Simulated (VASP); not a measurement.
# AsSe4 (Cmmm) in VASP: notebook

Runs on AsSe4. Level: PBE. Tasks: single point.

Program: VASP 6.6.1. These are calculated values, not measurements. Logs are shortened: lines on timing, memory, paths and dates and some standing lists are left out, and cuts for length are marked.

### 1 The cell of the first run

The structure is orthorhombic, space group Cmmm (No. 65). The conventional cell has a = 7.330 Å, b = 8.100 Å, c = 3.858 Å, α = 90.00°, β = 90.00°, γ = 90.00°. Within 3.5 Å of As (site symmetry mmm) lie 6 Se at 2.67 to 2.68 Å. Se (site symmetry 2mm) has 2 As at 2.68 Å and 14 Se at 2.98 to 4.05 Å within 4.1 Å. Se (site symmetry m2m) has 1 As at 2.67 Å and 5 Se at 2.76 to 2.98 Å within 3.5 Å.

The cell was built from a structure type or drawn by symmetry, and may not be a known phase.

### 2 Single point, PBE

INCAR reads:

```
SYSTEM = AsSe4
PREC = Accurate
ENCUT = 520
EDIFF = 1E-6
ISMEAR = 0
SIGMA = 0.1
LREAL = .FALSE.
LASPH = .TRUE.
NELM = 80
ALGO = Normal
ISIF = 2
LWAVE = .FALSE.
LCHARG = .FALSE.
GGA = PE
NBANDS = 22
```

KPOINTS reads:

```
regular mesh
0
G
  4 4 6
  0 0 0
```

POSCAR reads:

```
AsSe4
1.0
    4.0500802796     -3.6651653898      0.0000000000
    4.0500802796      3.6651653898      0.0000000000
    0.0000000000      0.0000000000      3.8575211772
As Se
1 4
Direct
    0.0000000000      0.0000000000      0.0000000000
    0.7451929777      0.2548070223      0.5000000000
    0.2548070223      0.7451929777      0.5000000000
    0.3297989958      0.3297989958      0.0000000000
    0.6702010042      0.6702010042      0.0000000000
```

Potentials or basis: VASP PAW PBE potentials, release 64 (As, Se).

Command:

```sh
$ cat potpaw_PBE.64/As/POTCAR potpaw_PBE.64/Se/POTCAR > POTCAR
$ mpirun -np 1 vasp_std > vasp.out
```

OUTCAR:

```text
SYSTEM = AsSe4
   PREC = Accurate
   ENCUT = 520
   EDIFF = 1E-6
   ISMEAR = 0
   LREAL = .FALSE.
   LASPH = .TRUE.
   NELM = 80
   ISIF = 2
   GGA = PE

 ion  position               nearest neighbor table
   1  0.000  0.000  0.000-   4 2.67   5 2.67   2 2.68   3 2.68   2 2.68   3 2.68
   2  0.745  0.255  0.500-   1 2.68   1 2.68
   3  0.255  0.745  0.500-   1 2.68   1 2.68
   4  0.330  0.330  0.000-   1 2.67   5 2.76
   5  0.670  0.670  0.000-   1 2.67   4 2.76

  LATTYP: Found a base centered orthorhombic cell.
 ALAT       =     7.3303307796
 B/A-ratio  =     1.1050197873
 C/A-ratio  =     0.5262410788

  Lattice vectors:

 A1 = (  -4.0500802796,  -3.6651653898,   0.0000000000)
 A2 = (   4.0500802796,  -3.6651653898,   0.0000000000)
 A3 = (   0.0000000000,   0.0000000000,   3.8575211772)

Analysis of symmetry for initial positions (statically):
=====================================================================
 Subroutine PRICEL returns:
 Original cell was already a primitive cell.

 Routine SETGRP: Setting up the symmetry group for a
 base centered orthorhombic supercell.

 Subroutine GETGRP returns: Found  8 space group operations
 (whereof  8 operations were pure point group operations)
 out of a pool of  8 trial point group operations.

The static configuration has the point symmetry D_2h.

Analysis of symmetry for dynamics (positions and initial velocities):
=====================================================================
 Subroutine PRICEL returns:
 Original cell was already a primitive cell.

 Routine SETGRP: Setting up the symmetry group for a
 base centered orthorhombic supercell.

 Subroutine GETGRP returns: Found  8 space group operations
 (whereof  8 operations were pure point group operations)
 out of a pool of  8 trial point group operations.

The dynamic configuration has the point symmetry D_2h.

 Subroutine INISYM returns: Found  8 space group operations
 (whereof  8 operations are pure point group operations),
 and found     1 'primitive' translations

----------------------------------------------------------------------------------------

                                     Primitive cell

  volume of cell :     114.5237

  direct lattice vectors                    reciprocal lattice vectors
     4.050080280 -3.665165390  0.000000000     0.123454343 -0.136419492  0.000000000
[... 92 lines left out ...]
   EDIFF  = 0.1E-05   stopping-criterion for ELM
   LREAL  =      F    real-space projection
   EDIFFG = 0.1E-04   stopping-criterion for IOM
   NSW    =      0    number of steps for IOM
   IBRION =     -1    ionic relax: 0-MD 1-quasi-New 2-CG
   NFREE  =      0    steps in history (QN), initial steepest desc. (CG)
   ISIF   =      2    stress and relaxation
   ISYM   =      2    0-nonsym 1-usesym 2-fastsym
   POTIM  = 0.5000    time-step for ionic-motion
   TEBEG  =    0.0;   TEEND  =   0.0 temperature during run
   PSTRESS=    0.0 pullay stress
   NELECT =      29.0000    total number of electrons
   NUPDOWN=      -1.0000    fix difference up-down
   EMIN   =  10.00;   EMAX   =-10.00  energy-range for DOS
   EFERMI =   0.00;   METHOD = LEGACY
   ISMEAR =     0;   SIGMA  =   0.10  broadening in eV -4-tet -1-fermi 0-gaus
   EFERMI_NEDOS =   21; number of points for ismear=-14 and -15
   IALGO  =     38    algorithm
   IMIX   =      4    mixing-type and parameters
     AMIX     =   0.40;   BMIX     =  1.00
     AMIX_MAG =   1.60;   BMIX_MAG =  1.00
  volume/ion in A,a.u.               =      22.90       154.57
  Fermi-wavevector in a.u.,A,eV,Ry     =   1.035720  1.957227 14.595183  1.072716
  Thomas-Fermi vector in A             =   2.170077
   LORBIT       =      0    0 simple, 1 ext, 2 COOP (PROOUT), +10 PAW based schemes
   GGA     = PE    functional components
   LHFCALC =     F    Hartree Fock is set to
   AEXX    =    0.0000 exact exchange contribution
   IVDW    =     0    specifies the selected vdW correction
   LEPSILON=     F    determine dielectric tensor
   LRPA    =     F    only Hartree local field effects (RPA)
 non-spin polarized calculation
 Gauss-broadening in eV      SIGMA  =   0.10
  energy-cutoff  :      520.00
  volume of cell :      114.52
 maximum number of plane-waves:      3112
 NGX is ok and might be reduce to    42
   NGX = 21   NGY = 21   NGZ = 15

 number of electron      28.9999998 magnetization

 Free energy of the ion-electron system (eV)
  ---------------------------------------------------
  ext. energy  EPLUGINS =         0.00000000
  ---------------------------------------------------
  free energy    TOTEN  =       -16.85146802 eV

  energy without entropy =      -16.82769515  energy(sigma->0) =      -16.83958158

 E-fermi :   4.3048     XC(G=0):  -9.8298

 val. band max:        4.2886136507   @ k =   0.2500   0.2500   0.3333
 cond. band min:       4.3479278589   @ k =   0.2500   0.0000   0.5000
 fundamental gap:      0.0593142082
 Fermi energy:         4.3047965062

 k-point     1 :       0.0000    0.0000    0.0000
  band No.  band energies     occupation
      1     -11.2588      2.00000
      2      -8.7873      2.00000
      3      -8.0372      2.00000
      4      -7.8037      2.00000
      5      -5.8470      2.00000
      6      -0.4326      2.00000
[... 589 lines left out ...]
     21      10.3827      0.00000
     22      10.5672      0.00000

 [... further k-points ...]

------------------------ aborting loop because EDIFF is reached ----------------------------------------

  FORCE on cell =-STRESS in cart. coord.  units (eV):
  Direction    XX          YY          ZZ          XY          YZ          ZX
  --------------------------------------------------------------------------------------
  -------------------------------------------------------------------------------------
  Total        0.0449378      0.0305295      0.0795868      0.0000000      0.0000000      0.0000000
  in kB        0.6286764      0.4271050      1.1134125      0.0000000      0.0000000      0.0000000
  external PRESSURE =       0.7230646 kB  Pullay stress =       0.0000000 kB

 VOLUME and BASIS-vectors are now :
 -----------------------------------------------------------------------------
  energy-cutoff  :      520.00
  volume of cell :      114.52
      direct lattice vectors                 reciprocal lattice vectors
     4.050080280 -3.665165390  0.000000000     0.123454343 -0.136419492  0.000000000
     4.050080280  3.665165390  0.000000000     0.123454343  0.136419492  0.000000000
     0.000000000  0.000000000  3.857521177     0.000000000  0.000000000  0.259233833

 POSITION                                       TOTAL-FORCE (eV/Angst)
 -----------------------------------------------------------------------------------
      0.00000      0.00000      0.00000        -0.000000      0.000000      0.000000
      4.05008     -1.79735      1.92876        -0.000000      0.009095     -0.000000
      4.05008      1.79735      1.92876        -0.000000     -0.009095      0.000000
      2.67142      0.00000      0.00000         0.029560      0.000000      0.000000
      5.42874      0.00000      0.00000        -0.029560      0.000000     -0.000000
 -----------------------------------------------------------------------------------
    total drift:                                0.000000      0.000000     -0.000000

  FREE ENERGIE OF THE ION-ELECTRON SYSTEM (eV)
  ---------------------------------------------------
  free  energy   TOTEN  =       -16.8514680164 eV

  energy  without entropy=      -16.8276951464  energy(sigma->0) =      -16.83958158
```

stdout:

```text
POSCAR found type information on POSCAR AsSe
 POSCAR found :  2 types and       5 ions
 scaLAPACK will be used
 LDA part: xc-table for (Slater+PW92), standard interpolation
 POSCAR, INCAR and KPOINTS ok, starting setup
 FFT: planning ... GRIDC
 FFT: planning ... GRID_SOFT
 FFT: planning ... GRID
 WAVECAR not read
 entering main loop
```

It took 1.7 min on 1 thread of AMD EPYC 7R13, shared host; peak memory 0.21 GiB.

What came out:

| Quantity | Value |
| --- | --- |
| Free energy | -16.8515 eV |
| Pressure | 0.1 GPa |
| Largest force | 0.030 eV/Å |
| Band gap on the k mesh | zero (an odd number of electrons rules out a gap without spin polarisation) |

Forces in eV/Å, atoms in the order of the input:
```
As   0.000  0.000  0.000
Se   0.000  0.009  0.000
Se   0.000 -0.009  0.000
Se   0.030  0.000  0.000
Se  -0.030  0.000  0.000
```

### 3 Single point, PBE

This run uses another cell than the first one, of 24.79 Å³/atom.

INCAR reads:

```
SYSTEM = AsSe4
PREC     = Accurate       ! precision mode
ENCUT    = 520            ! plane-wave cutoff, eV
EDIFF    = 1E-7           ! SCF threshold, eV
ISMEAR   = 0              ! smearing method
SIGMA    = 0.1            ! smearing width, eV
LREAL    = .False.        ! projectors in reciprocal space
LASPH    = .True.         ! aspherical terms in the spheres
NELM     = 80             ! most SCF steps
ALGO     = Normal         ! electronic algorithm
ISIF     = 2              ! what is computed and relaxed
LWAVE    = .False.        ! write WAVECAR
LCHARG   = .False.        ! write CHGCAR
GGA      = PE             ! functional
NBANDS   = 22             ! bands
```

KPOINTS reads:

```
Automatic mesh
0
Gamma
  4 4 6
  0 0 0
```

POSCAR reads:

```
AsSe4
1.0
    4.0353795200     -4.2374285800      0.0000000000
    4.0353795200      4.2374285800      0.0000000000
    0.0000000000      0.0000000000      3.6236476300
As Se
1 4
Direct
    0.0000000000      0.0000000000      0.0000000000
    0.8105999900      0.1894000100      0.5000000000
    0.1894000100      0.8105999900      0.5000000000
    0.2852000000      0.2852000000      0.0000000000
    0.7148000000      0.7148000000      0.0000000000
```

Potentials or basis: VASP PAW PBE potentials, release 64 (As, Se).

Command:

```sh
$ cat potpaw_PBE.64/As/POTCAR potpaw_PBE.64/Se/POTCAR > POTCAR
$ mpirun -np 1 vasp_std > vasp.out
```

Run time: 2.4 min. Hardware: 1 thread of AMD EPYC 7R13, shared host; peak memory 0.23 GiB.

It converged, with:

```yaml
Free_energy: -15.1597 eV
Pressure: 7.6 GPa
Largest_force: 2.666 eV/Å
Band_gap_on_the_k_mesh: zero (an odd number of electrons rules out a gap without spin polarisation)
```

Forces in eV/Å, atoms in the order of the input:
```
As   0.000  0.000  0.000
Se   0.000  2.666  0.000
Se   0.000 -2.666  0.000
Se   1.839  0.000  0.000
Se  -1.839  0.000  0.000
```

Stress tensor (GPa, compression positive):
```
9.96 0.00 0.00
0.00 7.42 0.00
0.00 0.00 5.28
```

Levels at points of the mesh, in eV from the Fermi level:
```
           k point  band 13  band 14  band 15  band 16  band 17  band 18
(0.00, 0.00, 0.00)     0.05     0.07     0.42     0.60     1.14     2.13
(0.50, 0.00, 0.00)    -0.11     0.23     0.55     0.64     1.09     2.45
(0.50, 0.50, 0.00)    -1.24    -0.27    -0.10     0.19     0.46     3.14
(0.00, 0.00, 0.50)    -1.88    -0.92    -0.88    -0.47     0.95     5.66
(0.50, 0.00, 0.50)    -0.78    -0.48    -0.46     0.25     1.61     3.95
(0.50, 0.50, 0.50)    -0.66    -0.63    -0.63    -0.14     0.45     4.22
```

Caveat: the cell stands under pressure; forces of over 1 eV/Å act on the atoms, so gaps and moduli don't describe the material at rest.
